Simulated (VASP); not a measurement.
A run of VASP 6.6.1:

INCAR

```
ALGO = Normal
EDIFF = 1E-6
ENCUT = 600
GGA = PS
GGA_COMPAT = False
ISIF = 2
ISMEAR = 1
LASPH = True
LCHARG = False
LREAL = False
LWAVE = False
NBANDS = 14
NELM = 120
PREC = Accurate
SIGMA = 0.1
```

The input KPOINTS:

```
k-points
0
Gamma
  7 7 7
```

POSCAR

```
ClO
1.0
    3.1852167900      0.0000000000      0.0000000000
    0.0000000000      3.1852167900      0.0000000000
    0.0000000000      0.0000000000      3.1852167900
Cl O
1 1
Direct
    0.0000000000      0.0000000000      0.0000000000
    0.5000000000      0.5000000000      0.5000000000
```

Potentials or basis: VASP PAW PBE potentials, release 64 (Cl, O).

Command:

```console
$ cat potpaw_PBE.64/Cl/POTCAR potpaw_PBE.64/O/POTCAR > POTCAR
$ mpirun -np 1 vasp_std > vasp.out
```

Hardware: 1 thread of Intel(R) Xeon(R) 6975P-C (Granite Rapids) (shared host).

Estimate the wall time of this run.

Run time: 5.7 s on 1 thread of Intel(R) Xeon(R) 6975P-C (Granite Rapids), on a shared host, peak memory 0.14 GiB. Counts: scf iterations 16, k points 20.
